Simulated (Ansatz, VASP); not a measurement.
# Two plane-wave programs on Si

INCAR

```
PREC = Accurate ; ENCUT = 520
EDIFF = 1E-7 ; ISMEAR = 0
SIGMA = 0.1 ; LREAL = F
LASPH = T ; NELM = 60
ALGO = Normal ; ISIF = 2
LWAVE = F ; LCHARG = F
GGA = PS ; NBANDS = 11
```

The input KPOINTS:

```
regular mesh
0
Gamma
  6 6 6
```

POSCAR

```
Si
1.0
    0.0000000000      2.7218511865      2.7218511865
    2.7218511865      0.0000000000      2.7218511865
    2.7218511865      2.7218511865      0.0000000000
Si
2
Direct
    0.2500000000      0.2500000000      0.2500000000
    0.0000000000      0.0000000000      0.0000000000
```

Input for Ansatz:

```yaml
crystal:
  lattice:
    - [0.0, 2.7218511865, 2.7218511865]
    - [2.7218511865, 0.0, 2.7218511865]
    - [2.7218511865, 2.7218511865, 0.0]
  atoms:
    - { symbol: Si, position: [0.25, 0.25, 0.25] }
    - { symbol: Si, position: [0.0, 0.0, 0.0] }
basis:
  ecutwfc: 420
kpoints:
  mp_grid: { grid: [6, 6, 6] }
hamiltonian:
  xc: pbesol
scf:
  occupations: { method: gaussian, width: 0.1 }
output:
  forces: true
  stress: true
  eigenvalues: true
```

Alike in both runs: task single point; functional PBEsol; k mesh 6 × 6 × 6; occupations gaussian, width 0.1 eV; no spin polarisation.

|  | VASP | Ansatz |
| --- | --- | --- |
| version | VASP 6.6.1 | Ansatz 0.2.0 |
| potentials or method | VASP PAW PBE potentials, release 64 (Si), cutoff 520 eV | scalar-relativistic, plane waves, PAW |
| valence electrons in the cell | 8 | 8 |

```csv
,VASP,Ansatz,Ansatz less VASP
gap on the k mesh at the Fermi level (eV),0.60,0.60,+0.005
least direct gap on the mesh (eV),2.51,2.51,+0.003
pressure (GPa),-0.3,-0.4,-0.10
```

VASP's potentials were made for PBE, not for PBEsol.
